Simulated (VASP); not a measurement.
# Cu in VASP: notebook

The runs below take Cu through single point, with PBE.

Program: VASP 6.6.1. These are calculated values, not measurements. Logs are shortened: lines on timing, memory, paths and dates and some standing lists are left out, and cuts for length are marked.

### Step 1. The cell of the first run

The cell holds a slab with vacuum, 7 atoms: a = 2.556 Å, b = 2.556 Å, c = 25.845 Å, α = 90.00°, β = 90.00°, γ = 90.00°.

### Step 2. Single point, PBE

INCAR reads:

```
SYSTEM = Cu
PREC = Accurate ; ENCUT = 520
EDIFF = 1E-7 ; ISMEAR = -1
SIGMA = 0.05 ; LREAL = .False.
LASPH = .True. ; NELM = 80
ALGO = Normal ; ISIF = 2
LWAVE = .False. ; LCHARG = .True.
LDIPOL = .True. ; IDIPOL = 3
DIPOL = 0.5 0.5 0.500 ; GGA = PE
LELF = .True. ; LVHAR = .True.
LVACPOTAV = .True. ; NBANDS = 48
```

KPOINTS reads:

```
Automatic mesh
0
Gamma
  10 10 1
  0 0 0
```

POSCAR reads:

```
Cu
1.0
    2.5561910140      0.0000000000      0.0000000000
    0.0000000000      2.5561910140      0.0000000000
    0.0000000000      0.0000000000     25.8450000000
Cu
7
Direct
    0.5000000000      0.5000000000      0.2901915264
    0.0000000000      0.0000000000      0.3601276843
    0.5000000000      0.5000000000      0.4300638421
    0.0000000000      0.0000000000      0.5000000000
    0.5000000000      0.5000000000      0.5699361579
    0.0000000000      0.0000000000      0.6398723157
    0.5000000000      0.5000000000      0.7098084736
```

Potentials or basis: VASP PAW PBE potentials, release 64 (Cu).

On the command line:

```bash
> cat potpaw_PBE.64/Cu/POTCAR > POTCAR
> mpirun -np 1 vasp_std > vasp.out
```

OUTCAR:

```text
SYSTEM = Cu
   PREC = Accurate
   ENCUT = 520
   EDIFF = 1E-7
   ISMEAR = -1
   LREAL = .False.
   LASPH = .True.
   NELM = 80
   ISIF = 2
   GGA = PE

 ion  position               nearest neighbor table
   1  0.500  0.500  0.290-   2 2.56   2 2.56   2 2.56   2 2.56
   2  0.000  0.000  0.360-   3 2.56   3 2.56   3 2.56   3 2.56   1 2.56   1 2.56   1 2.56   1 2.56

   3  0.500  0.500  0.430-   2 2.56   2 2.56   2 2.56   2 2.56   4 2.56   4 2.56   4 2.56   4 2.56

   4  0.000  0.000  0.500-   3 2.56   5 2.56   3 2.56   5 2.56   3 2.56   5 2.56   3 2.56   5 2.56

   5  0.500  0.500  0.570-   6 2.56   6 2.56   6 2.56   6 2.56   4 2.56   4 2.56   4 2.56   4 2.56

   6  0.000  0.000  0.640-   5 2.56   5 2.56   5 2.56   5 2.56   7 2.56   7 2.56   7 2.56   7 2.56

   7  0.500  0.500  0.710-   6 2.56   6 2.56   6 2.56   6 2.56

  LATTYP: Found a simple tetragonal cell.
 ALAT       =     2.5561910140
 C/A-ratio  =    10.1107467550

  Lattice vectors:

 A1 = (   2.5561910140,   0.0000000000,   0.0000000000)
 A2 = (   0.0000000000,   2.5561910140,   0.0000000000)
 A3 = (   0.0000000000,   0.0000000000,  25.8450000000)

Analysis of symmetry for initial positions (statically):
=====================================================================
 Subroutine PRICEL returns:
 Original cell was already a primitive cell.

 Routine SETGRP: Setting up the symmetry group for a
 simple tetragonal supercell.

 Subroutine GETGRP returns: Found 16 space group operations
 (whereof 16 operations were pure point group operations)
 out of a pool of 16 trial point group operations.

The static configuration has the point symmetry D_4h.

Analysis of symmetry for dynamics (positions and initial velocities):
=====================================================================
 Subroutine PRICEL returns:
 Original cell was already a primitive cell.

 Routine SETGRP: Setting up the symmetry group for a
 simple tetragonal supercell.

 Subroutine GETGRP returns: Found 16 space group operations
 (whereof 16 operations were pure point group operations)
 out of a pool of 16 trial point group operations.

The dynamic configuration has the point symmetry D_4h.

 Subroutine INISYM returns: Found 16 space group operations
 (whereof 16 operations are pure point group operations),
 and found     1 'primitive' translations

----------------------------------------------------------------------------------------

                                     Primitive cell
[... 99 lines left out ...]
   EDIFFG = 0.1E-05   stopping-criterion for IOM
   NSW    =      0    number of steps for IOM
   IBRION =     -1    ionic relax: 0-MD 1-quasi-New 2-CG
   NFREE  =      0    steps in history (QN), initial steepest desc. (CG)
   ISIF   =      2    stress and relaxation
   ISYM   =      2    0-nonsym 1-usesym 2-fastsym
   POTIM  = 0.5000    time-step for ionic-motion
   TEBEG  =    0.0;   TEEND  =   0.0 temperature during run
   PSTRESS=    0.0 pullay stress
   NELECT =      77.0000    total number of electrons
   NUPDOWN=      -1.0000    fix difference up-down
   EMIN   =  10.00;   EMAX   =-10.00  energy-range for DOS
   EFERMI =   0.00;   METHOD = LEGACY
   ISMEAR =    -1;   SIGMA  =   0.05  broadening in eV -4-tet -1-fermi 0-gaus
   EFERMI_NEDOS =   21; number of points for ismear=-14 and -15
   IALGO  =     38    algorithm
   IMIX   =      4    mixing-type and parameters
     AMIX     =   0.40;   BMIX     =  1.00
     AMIX_MAG =   1.60;   BMIX_MAG =  1.00
  volume/ion in A,a.u.               =      24.12       162.80
  Fermi-wavevector in a.u.,A,eV,Ry     =   1.260039  2.381129 21.601950  1.587699
  Thomas-Fermi vector in A             =   2.393569
   LORBIT       =      0    0 simple, 1 ext, 2 COOP (PROOUT), +10 PAW based schemes
   GGA     = PE    functional components
[... 5 lines left out ...]
 non-spin polarized calculation
  energy-cutoff  :      520.00
  volume of cell :      168.87
 maximum number of plane-waves:      4571
 NGX is ok and might be reduce to    20
   NGX =  9   NGY =  9   NGZ = 97

 number of electron      76.9999875 magnetization

 dipolmoment           0.000000      0.000000      0.000000 electrons x Angstroem

 Free energy of the ion-electron system (eV)
  ---------------------------------------------------
  ext. energy  EPLUGINS =         0.00000000
  ---------------------------------------------------
  free energy    TOTEN  =       -24.90575908 eV

  energy without entropy =      -24.88354352  energy(sigma->0) =      -24.89465130

 E-fermi :   1.3945     XC(G=0):  -6.9753

 val. band max:        1.3291024378   @ k =   0.4000   0.4000   0.0000
 cond. band min:       1.3954461657   @ k =   0.5000   0.1000   0.0000
 fundamental gap:      0.0663437279
 Fermi energy:         1.3945041735

 k-point     1 :       0.0000    0.0000    0.0000
  band No.  band energies     occupation
      1      -7.6654      2.00000
      2      -7.0320      2.00000
      3      -6.0257      2.00000
      4      -4.7992      2.00000
      5      -3.7512      2.00000
      6      -3.3373      2.00000
[... 1060 lines left out ...]
     47       8.9821      0.00000
     48       9.3629      0.00000

------------------------ aborting loop because EDIFF is reached ----------------------------------------

  FORCE on cell =-STRESS in cart. coord.  units (eV):
  Direction    XX          YY          ZZ          XY          YZ          ZX
  --------------------------------------------------------------------------------------
  -------------------------------------------------------------------------------------
  Total       -0.5016968     -0.5016968      0.2887966      0.0000000     -0.0000000      0.0000000
  in kB       -4.7598010     -4.7598010      2.7399299      0.0000000     -0.0000000      0.0000000
  external PRESSURE =      -2.2598907 kB  Pullay stress =       0.0000000 kB

 VOLUME and BASIS-vectors are now :
 -----------------------------------------------------------------------------
  energy-cutoff  :      520.00
  volume of cell :      168.87
      direct lattice vectors                 reciprocal lattice vectors
     2.556191014  0.000000000  0.000000000     0.391207071  0.000000000  0.000000000
     0.000000000  2.556191014  0.000000000     0.000000000  0.391207071  0.000000000
     0.000000000  0.000000000 25.845000000     0.000000000  0.000000000  0.038692204

 POSITION                                       TOTAL-FORCE (eV/Angst)
 -----------------------------------------------------------------------------------
      1.27810      1.27810      7.50000        -0.000000     -0.000000      0.108759
      0.00000      0.00000      9.30750         0.000000      0.000000     -0.211610
      1.27810      1.27810     11.11500         0.000000     -0.000000      0.004143
      0.00000      0.00000     12.92250        -0.000000     -0.000000     -0.000000
      1.27810      1.27810     14.73000        -0.000000      0.000000     -0.004143
      0.00000      0.00000     16.53750        -0.000000     -0.000000      0.211610
      1.27810      1.27810     18.34500        -0.000000     -0.000000     -0.108759
 -----------------------------------------------------------------------------------
    total drift:                               -0.000000      0.000000      0.000000

  FREE ENERGIE OF THE ION-ELECTRON SYSTEM (eV)
  ---------------------------------------------------
  free  energy   TOTEN  =       -24.9057590806 eV

  energy  without entropy=      -24.8835435224  energy(sigma->0) =      -24.89465130

 vacuum level on the upper side and lower side of the slab         5.965         5.965
```

stdout:

```text
POSCAR found type information on POSCAR Cu
 POSCAR found :  1 types and       7 ions
 scaLAPACK will be used
 LDA part: xc-table for (Slater+PW92), standard interpolation
 POSCAR, INCAR and KPOINTS ok, starting setup
 FFT: planning ... GRIDC
 FFT: planning ... GRID_SOFT
 FFT: planning ... GRID
 WAVECAR not read
 entering main loop
 -----------------------------------------------------------------------------
|                                                                             |
|           W    W    AA    RRRRR   N    N  II  N    N   GGGG   !!!           |
|           W    W   A  A   R    R  NN   N  II  NN   N  G    G  !!!           |
|           W    W  A    A  R    R  N N  N  II  N N  N  G       !!!           |
|           W WW W  AAAAAA  RRRRR   N  N N  II  N  N N  G  GGG   !            |
|           WW  WW  A    A  R   R   N   NN  II  N   NN  G    G                |
|           W    W  A    A  R    R  N    N  II  N    N   GGGG   !!!           |
|                                                                             |
|     Did not find any points to average over, which means that no vacuum     |
|     field-free region was found. Please increase the size of  your cell     |
|     in the dimension of the dipole correction to obtain accurate            |
|     workfunction values.                                                    |
|                                                                             |
 -----------------------------------------------------------------------------
```

Run time: 9.4 min. Hardware: 1 thread of AMD EPYC 7R13, shared host; peak memory 0.3 GiB.

Results:

| Property | Result |
| --- | --- |
| Free energy | -24.9058 eV |
| Largest force | 0.212 eV/Å |

Forces in eV/Å, atoms in the order of the input:
```
Cu   0.000  0.000  0.109
Cu   0.000  0.000 -0.212
Cu   0.000  0.000  0.004
Cu   0.000  0.000  0.000
Cu   0.000  0.000 -0.004
Cu   0.000  0.000  0.212
Cu   0.000  0.000 -0.109
```

### Step 3. Single point, PBE

INCAR reads:

```
  ALGO = Normal
  DIPOL = 0.5 0.5 0.500
  EDIFF = 1E-6
  ENCUT = 520
  GGA = PE
  IDIPOL = 3
  ISIF = 2
  ISMEAR = -1
  LASPH = True
  LCHARG = False
  LDIPOL = True
  LREAL = False
  LWAVE = False
  NBANDS = 48
  NELM = 60
  PREC = Accurate
  SIGMA = 0.05
```

KPOINTS reads:

```
k-points
0
Gamma
  10 10 1
```

POSCAR is that of step 2.

Potentials or basis: VASP PAW PBE potentials, release 64 (Cu).

On the command line:

```bash
> cat potpaw_PBE.64/Cu/POTCAR > POTCAR
> mpirun -np 1 vasp_std > vasp.out
```

It took 2.3 min on 1 thread of Intel Xeon 6975P-C (Granite Rapids), shared host; peak memory 0.32 GiB.

The run converged. Its results:

- Free energy: -24.9058 eV
- Largest force: 0.212 eV/Å

Forces on the atoms (eV/Å):
```
Cu   0.000  0.000  0.109
Cu   0.000  0.000 -0.212
Cu   0.000  0.000  0.004
Cu   0.000  0.000  0.000
Cu   0.000  0.000 -0.004
Cu   0.000  0.000  0.212
Cu   0.000  0.000 -0.109
```

Levels at points of the mesh, in eV from the Fermi level:
```
           k point  band 36  band 37  band 38  band 39  band 40  band 41  band 42  band 43
(0.00, 0.00, 0.00)    -1.52    -1.44    -1.44    -1.43    -1.43    -1.04     0.41     1.31
(0.50, 0.00, 0.00)    -0.64    -0.52    -0.32    -0.24    -0.21     0.02     0.02     3.23
(0.50, 0.50, 0.00)     2.01     2.01     3.07     3.07     4.50     4.50     6.17     6.17
```

### Step 4. Single point, PBE

INCAR reads:

```
  ALGO = Normal
  DIPOL = 0.5 0.5 0.501
  EDIFF = 1E-7
  ENCUT = 520
  GGA = PE
  IDIPOL = 3
  ISIF = 2
  ISMEAR = -1
  LASPH = T
  LCHARG = T
  LDIPOL = T
  LELF = T
  LREAL = F
  LVACPOTAV = T
  LVHAR = T
  LWAVE = F
  NBANDS = 48
  NELM = 60
  PREC = Accurate
  SIGMA = 0.05
```

KPOINTS is that of step 3.

POSCAR reads:

```
Cu
1.0
    2.5561910140      0.0000000000      0.0000000000
    0.0000000000      2.5561910140      0.0000000000
    0.0000000000      0.0000000000     25.8450000000
Cu
7
Direct
    0.5000000000      0.5000000000      0.2901915264
    0.0000000000      0.0000000000      0.3601276843
    0.5000000000      0.5000000000      0.4300638421
    0.0000000000      0.0000000000      0.5006848541
    0.5000000000      0.5000000000      0.5712638253
    0.0000000000      0.0000000000      0.6420312682
    0.5000000000      0.5000000000      0.7104768658
```

On the command line:

```bash
> cat potpaw_PBE.64/Cu/POTCAR > POTCAR
> mpirun -np 1 vasp_std > vasp.out
```

Wall time 3.3 min (1 thread of AMD EPYC 9R45 (Zen 5), shared host); peak memory 0.3 GiB.

It converged, with:

```yaml
Free_energy: -24.9108 eV
Largest_force: 0.208 eV/Å
```

Forces in eV/Å, atoms in the order of the input:
```
Cu   0.000  0.000  0.108
Cu   0.000  0.000 -0.208
Cu   0.000  0.000  0.071
Cu   0.000  0.000  0.000
Cu   0.000  0.000  0.003
Cu   0.000  0.000 -0.004
Cu   0.000  0.000  0.031
```

Levels at points of the mesh, in eV from the Fermi level:
```
           k point  band 36  band 37  band 38  band 39  band 40  band 41  band 42  band 43
(0.00, 0.00, 0.00)    -1.52    -1.46    -1.44    -1.43    -1.43    -1.07     0.42     1.29
(0.50, 0.00, 0.00)    -0.63    -0.51    -0.31    -0.24    -0.20     0.00     0.01     3.23
(0.50, 0.50, 0.00)     2.04     2.04     3.05     3.05     4.49     4.49     6.17     6.17
```
